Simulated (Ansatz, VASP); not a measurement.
BN in VASP and in Ansatz

```
CELL_PARAMETERS angstrom
2.52751 0.00000 0.00000
-1.26375 2.18888 0.00000
0.00000 0.00000 6.59748
ATOMIC_POSITIONS crystal
B 0.33333 0.66667 0.25000
B 0.66667 0.33333 0.75000
N 0.33333 0.66667 0.75000
N 0.66667 0.33333 0.25000
```

Alike in both runs: task single point; functional LDA; k mesh 12 × 12 × 4; occupations gaussian, width 0.05 eV; no spin polarisation.

|  | VASP | Ansatz |
| --- | --- | --- |
| version | VASP 6.6.1 | Ansatz 0.2.0 |
| potentials or method | VASP PAW LDA potentials, release 64 (B, N), cutoff 520 eV | scalar-relativistic, plane waves, PAW |
| valence electrons in the cell | 16 | 16 |

Ansatz gave:

- gap on the k mesh at the Fermi level (eV): 4.02
- least direct gap on the mesh (eV): 4.42
- pressure (GPa): -11.1
- traceless stress, the component that is largest in VASP (GPa): 10.60

What did VASP give for the same quantities?

gap on the k mesh at the Fermi level (eV): 4.01; least direct gap on the mesh (eV): 4.41; pressure (GPa): -10.5; traceless stress, the component that is largest in VASP (GPa): 9.86.

Ansatz warns that its potentials were made for another functional, while VASP's fit it. LDA's correlation is that of Perdew and Zunger in VASP and of Perdew and Wang (1992) in Ansatz.
